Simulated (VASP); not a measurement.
A run of VASP 6.6.1 is set up as follows.

File INCAR:

```
  PREC = Accurate
  ENCUT = 520
  EDIFF = 1E-6
  ISMEAR = 0
  SIGMA = 0.1
  LREAL = Auto
  LASPH = T
  NELM = 80
  ALGO = Normal
  ISIF = 2
  LWAVE = F
  LCHARG = F
  GGA = PE
  NBANDS = 82
```

KPOINTS

```
Automatic mesh
0
Gamma
  7 7 7
```

POSCAR

```
AlRu
1.0
    6.0083537092      0.0000000000      0.0000000000
    0.0000000000     -6.0083537092      0.0000000000
    0.0000000000      0.0000000000     -6.0083537092
Al Ru
8 8
Direct
    0.0000000000      0.0000000000      0.0000000000
    0.0000000000      0.0000000000      0.5000000000
    0.0000000000      0.5000000000      0.0000000000
    0.0000000000      0.5000000000      0.5000000000
    0.5000000000      0.0000000000      0.0000000000
    0.5000000000      0.0000000000      0.5000000000
    0.5000000000      0.5000000000      0.0000000000
    0.5000000000      0.5000000000      0.5000000000
    0.2500000000      0.2500000000      0.2500000000
    0.2500000000      0.2500000000      0.7500000000
    0.2500000000      0.7500000000      0.2500000000
    0.2500000000      0.7500000000      0.7500000000
    0.7500000000      0.2500000000      0.2500000000
    0.7500000000      0.2500000000      0.7500000000
    0.7500000000      0.7500000000      0.2500000000
    0.7500000000      0.7500000000      0.7500000000
```

Potentials or basis: VASP PAW PBE potentials, release 64 (Al, Ru_pv).

Command:

```sh
$ cat potpaw_PBE.64/Al/POTCAR potpaw_PBE.64/Ru_pv/POTCAR > POTCAR
$ mpirun -np 1 vasp_std > vasp.out
```

Task: What does it give for the band gap on the k mesh?

Result: Zero (bands 68 and 69 overlap by 1.45 eV).

Task: Predict the pressure.

Result: -0.1 GPa.
